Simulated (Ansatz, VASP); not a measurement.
## One calculation of HfN, two programs

```
Hf N
1.0
     3.09901    0.00000    0.00000
    -1.54951    2.68383    0.00000
     0.00000    0.00000    2.91300
Hf N
1 1
Direct
  0.00000 0.00000 0.00000
  0.66667 0.33333 0.51716
```

Alike in both runs: task single point; functional PBE; k mesh 14 × 14 × 12; occupations gaussian, width 0.05 eV; no spin polarisation.

|  | VASP | Ansatz |
| --- | --- | --- |
| version | VASP 6.6.1 | Ansatz 0.2.0 |
| potentials or method | VASP PAW PBE potentials, release 64 (Hf_pv, N), cutoff 600 eV | scalar-relativistic, plane waves, PAW |
| valence electrons in the cell | 15 | 31 |

```csv
,VASP,Ansatz,Ansatz less VASP
gap on the k mesh at the Fermi level (eV),none,none,-
pressure (GPa),-1.7,0.3,+2.08
"traceless stress, the component that is largest in VASP (GPa)",-0.43,-0.08,+0.352
rms of the force components (eV/Å),0.281,0.284,+0.0034
```

Atom by atom the forces differ by 0.003 eV/Å (rms over components). A gap of «none» marks a metal or a gap that the smearing closes. VASP's potentials hold 15 valence electrons a cell and Ansatz's 31, so a difference there can come from the potentials and not from the codes.

Spin-orbit coupling is off throughout.
